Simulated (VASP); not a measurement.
# Ca (Im-3m) in VASP: notebook, part 2 of 2

VASP 6.6.1. The steps go on from the part before.

### 3 Single point, LDA

This run uses another cell than the first one, of 37.49 Å³/atom, 1.626 times its volume.

File INCAR:

```
SYSTEM = Ca
ALGO = Normal ; EDIFF = 1E-6
ENCUT = 500 ; GGA_COMPAT = .False.
ISIF = 2 ; ISMEAR = 0
LASPH = .True. ; LCHARG = .True.
LELF = .True. ; LREAL = .False.
LVHAR = .True. ; LWAVE = .False.
NBANDS = 11 ; NELM = 120
PREC = Accurate ; SIGMA = 0.1
```

File KPOINTS:

```
k-points
0
Gamma
  7 7 7
  0 0 0
```

File POSCAR:

```
Ca
1.0
    2.1084558433      2.1084558433      2.1084558433
   -2.1084558433      2.1084558433      2.1084558433
   -2.1084558433     -2.1084558433      2.1084558433
Ca
1
Direct
    0.0000000000      0.0000000000      0.0000000000
```

Potentials or basis: VASP PAW LDA potentials, release 64 (Ca_sv).

The run is started by

```sh
$ cat potpaw_LDA.64/Ca_sv/POTCAR > POTCAR
$ mpirun -np 1 vasp_std > vasp.out
```

Run time: 9.9 s. Hardware: 1 thread of AMD EPYC 7R43 (Zen 3), shared host; peak memory 0.1 GiB.

The run converged. Its results:

| Property | Result |
| --- | --- |
| Free energy | -2.1983 eV |
| Pressure | 0.0 GPa |
| Band gap on the k mesh | zero (band 5 reaches 2.58 eV, above the bottom of band 6 at 2.32 eV) |

Levels at points of the mesh, in eV from the Fermi level:
```tsv
k point	band 2	band 3	band 4	band 5	band 6	band 7	band 8	band 9
(0.00, 0.00, 0.00)	-22.50	-22.50	-22.50	-4.27	2.34	2.34	2.34	3.55
```

### 4 Relaxation of cell and atoms, LDA

This run uses another cell than the first one, of 43.76 Å³/atom, 1.898 times its volume.

File INCAR:

```
SYSTEM = Ca
PREC = Accurate
ENCUT = 500
EDIFF = 1E-7
ISMEAR = 0
SIGMA = 0.1
LREAL = .FALSE.
LASPH = .TRUE.
NELM = 120
ALGO = Normal
ISIF = 3
LWAVE = .FALSE.
LCHARG = .FALSE.
GGA = CA
IBRION = 2
NSW = 80
EDIFFG = -0.01
GGA_COMPAT = .FALSE.
NELMIN = 4
```

File KPOINTS:

```
regular mesh
0
G
  7 7 7
  0 0 0
```

File POSCAR:

```
Ca
1.0
    2.2200000000      2.2200000000      2.2200000000
   -2.2200000000      2.2200000000      2.2200000000
   -2.2200000000     -2.2200000000      2.2200000000
Ca
1
Direct
    0.0000000000      0.0000000000      0.0000000000
```

The run is started by

```sh
$ cat potpaw_LDA.64/Ca_sv/POTCAR > POTCAR
$ mpirun -np 1 vasp_std > vasp.out
```

Run time: 24 s. Hardware: 1 thread of AMD EPYC 7R43 (Zen 3), shared host; peak memory 0.11 GiB.

It converged, with:

```
Free energy                            : -2.1994 eV
Relaxed volume                         : 37.43 Å³/atom
Relaxed cell                           : a = 3.650 Å, b = 3.650 Å, c = 3.650 Å, α = 70.53°, β = 109.47°, γ = 70.53°
Space group after relaxing (to 0.05 Å) : Im-3m (No. 229)
Energy gained by relaxing              : 47.1 meV/atom
Ionic steps                            : 4
Pressure after relaxing                : 0.0 GPa
Band gap on the k mesh                 : zero (band 5 reaches 2.59 eV, above the bottom of band 6 at 2.32 eV)
```

The path:
```csv
step,energy change (eV),largest force (eV/Å),pressure (GPa),volume (Å³)
1,0.0000,0.0000,-2.17,43.76
2,-0.0376,0.0000,-1.08,40.12
3,-0.0470,0.0000,-0.15,37.77
4,-0.0471,0.0000,0.01,37.43
```

Final structure:
```xyz
1
Lattice="2.1073 2.1073 2.1073 -2.1073 2.1073 2.1073 -2.1073 -2.1073 2.1073" Properties=species:S:1:pos:R:3 pbc="T T T"
Ca   -2.1073   -2.1073    2.1073
```

Levels at points of the mesh, in eV from the Fermi level:
| k point | band 3 | band 4 | band 5 | band 6 | band 7 | band 8 |
| --- | --- | --- | --- | --- | --- | --- |
| (0.00, 0.00, 0.00) | -22.49 | -22.49 | -4.27 | 2.34 | 2.34 | 2.34 |

### 5 Relaxation of cell and atoms, LDA, target pressure 20 GPa, at which the enthalpy is minimised

This run uses another cell than the first one, of 43.76 Å³/atom, 1.898 times its volume.

File INCAR:

```
ALGO     = Normal         # electronic algorithm
EDIFF    = 1E-7           # SCF threshold, eV
EDIFFG   = -0.01          # ionic threshold
ENCUT    = 500            # plane-wave cutoff, eV
GGA      = CA             # functional
GGA_COMPAT= False        
IBRION   = 2              # ionic algorithm
ISIF     = 3              # what is computed and relaxed
ISMEAR   = 0              # smearing method
LASPH    = True           # aspherical terms in the spheres
LCHARG   = False          # write CHGCAR
LREAL    = False          # projectors in reciprocal space
LWAVE    = False          # write WAVECAR
NELM     = 120            # most SCF steps
NELMIN   = 4            
NSW      = 80             # ionic steps
PREC     = Accurate       # precision mode
PSTRESS  = 200.0        
SIGMA    = 0.1            # smearing width, eV
```

File KPOINTS:

```
k-points
0
Gamma
  7 7 7
```

POSCAR is that of step 4.

The run is started by

```sh
$ cat potpaw_LDA.64/Ca_sv/POTCAR > POTCAR
$ mpirun -np 1 vasp_std > vasp.out
```

Run time: 37 s. Hardware: 1 thread of AMD EPYC 7R43 (Zen 3), shared host; peak memory 0.12 GiB.

Results (log left out):

```
Free energy                                            : -1.5455 eV
Relaxed volume                                         : 23.13 Å³/atom
Relaxed cell                                           : a = 3.109 Å, b = 3.109 Å, c = 3.109 Å, α = 70.53°, β = 109.47°, γ = 70.53°
Space group after relaxing (to 0.05 Å)                 : Im-3m (No. 229)
Energy change on relaxing (the enthalpy is what falls) : +606.8 meV/atom
Ionic steps                                            : 5
Pressure after relaxing                                : 20.0 GPa
Band gap on the k mesh                                 : zero (band 5 reaches 5.15 eV, above the bottom of band 6 at 3.91 eV)
```

Step by step:
```
step  energy change (eV)  largest force (eV/Å)  pressure (GPa)  volume (Å³)
   1              0.0000                0.0000           -2.17        43.76
   2              2.3549                0.0000           61.19        15.53
   3              0.5714                0.0000           19.22        23.41
   4              0.6112                0.0000           20.08        23.09
   5              0.6068                0.0000           19.98        23.13
```

Final structure:
```
CELL_PARAMETERS angstrom
1.79478 1.79478 1.79478
-1.79478 1.79478 1.79478
-1.79478 -1.79478 1.79478
ATOMIC_POSITIONS crystal
Ca 0.00000 0.00000 0.00000
```

Levels at points of the mesh, in eV from the Fermi level:
```csv
k point,band 3,band 4,band 5,band 6,band 7,band 8
"(0.00, 0.00, 0.00)",-21.06,-21.06,-4.57,3.15,3.15,3.15
```

Caveat: the cell is relaxed towards a set pressure, so the enthalpy falls and the energy may rise; the volume moved by over 15 % at a fixed basis, so the end points are rough.

### 6 Relaxation of cell and atoms, LDA, target pressure 40 GPa, at which the enthalpy is minimised

This run uses another cell than the first one, of 43.76 Å³/atom, 1.898 times its volume.

File INCAR:

```
ALGO = Normal ; EDIFF = 1E-7
EDIFFG = -0.01 ; ENCUT = 500
GGA_COMPAT = False ; IBRION = 2
ISIF = 3 ; ISMEAR = 0
LASPH = True ; LCHARG = False
LREAL = False ; LWAVE = False
NELM = 120 ; NELMIN = 4
NSW = 80 ; PREC = Accurate
PSTRESS = 400.0 ; SIGMA = 0.1
```

KPOINTS is that of step 5.

POSCAR is that of step 5.

Potentials or basis: VASP PAW LDA potentials, release 64 (Ca_sv).

The run is started by

```sh
$ cat potpaw_LDA.64/Ca_sv/POTCAR > POTCAR
$ mpirun -np 1 vasp_std > vasp.out
```

Run time: 98 s. Hardware: 1 thread of AMD EPYC 7R43 (Zen 3), shared host; peak memory 0.17 GiB.

The run converged. Its results:

| Item | Value |
| --- | --- |
| Free energy | -0.7054 eV |
| Relaxed volume | 18.40 Å³/atom |
| Relaxed cell | a = 2.880 Å, b = 2.880 Å, c = 2.880 Å, α = 70.53°, β = 109.47°, γ = 70.53° |
| Space group after relaxing (to 0.05 Å) | Im-3m (No. 229) |
| Energy change on relaxing (the enthalpy is what falls) | +1446.9 meV/atom |
| Ionic steps | 8 |
| Pressure after relaxing | 40.0 GPa |
| Band gap on the k mesh | zero (band 5 reaches 6.67 eV, above the bottom of band 6 at 4.83 eV) |

Step by step:
| step | energy change (eV) | largest force (eV/Å) | pressure (GPa) | volume (Å³) |
| --- | --- | --- | --- | --- |
| 1 | 0.0000 | 0.0000 | -2.17 | 43.76 |
| 2 | 35.5548 | 0.0000 | 3268.56 | 3.84 |
| 3 | -0.0366 | 0.0000 | 1.45 | 34.98 |
| 4 | 0.0807 | 0.0000 | 6.48 | 29.88 |
| 5 | 1.3647 | 0.0000 | 37.87 | 18.74 |
| 6 | 1.4537 | 0.0000 | 40.18 | 18.37 |
| 7 | 1.4417 | 0.0000 | 39.87 | 18.42 |
| 8 | 1.4469 | 0.0000 | 40.00 | 18.40 |

Final structure:
```
CELL_PARAMETERS angstrom
1.66302 1.66302 1.66302
-1.66302 1.66302 1.66302
-1.66302 -1.66302 1.66302
ATOMIC_POSITIONS crystal
Ca 0.00000 0.00000 0.00000
```

Levels at points of the mesh, in eV from the Fermi level:
```csv
k point,band 1,band 2,band 3,band 4,band 5,band 6,band 7,band 8,band 9
"(0.00, 0.00, 0.00)",-40.19,-20.47,-20.47,-20.47,-4.41,3.35,3.35,3.35,5.75
```

Caveat: the cell is relaxed towards a set pressure, so the enthalpy falls and the energy may rise; the volume moved by over 15 % at a fixed basis, so the end points are rough.

### 7 Overview

```tsv
task	cell	gap on the mesh (eV)	pressure (GPa)
single point	a = 3.105 Å, angles 70.5, 109.5, 70.5°, 1 atom	none	20.1
single point	a = 3.652 Å, angles 70.5, 109.5, 70.5°, 1 atom	none	0.0
relaxation of cell and atoms	relaxed from a = 3.845 Å, angles 70.5, 109.5, 70.5°, 1 atom	none	0.0
relaxation of cell and atoms	relaxed to 20 GPa from a = 3.845 Å, angles 70.5, 109.5, 70.5°, 1 atom	none	20.0
relaxation of cell and atoms	relaxed to 40 GPa from a = 3.845 Å, angles 70.5, 109.5, 70.5°, 1 atom	none	40.0
```

Alike in all rows: level LDA; potentials or basis VASP PAW LDA potentials, release 64 (Ca_sv); no spin polarisation; k mesh 7 × 7 × 7; cutoff (eV) 500; smearing gaussian 0.1 eV.

Caveats: the cell is relaxed towards a set pressure, so the enthalpy falls and the energy may rise (some runs); the volume moved by over 15 % at a fixed basis, so the end points are rough (some runs).

Absolute energies hang on the potentials; compare differences alone.
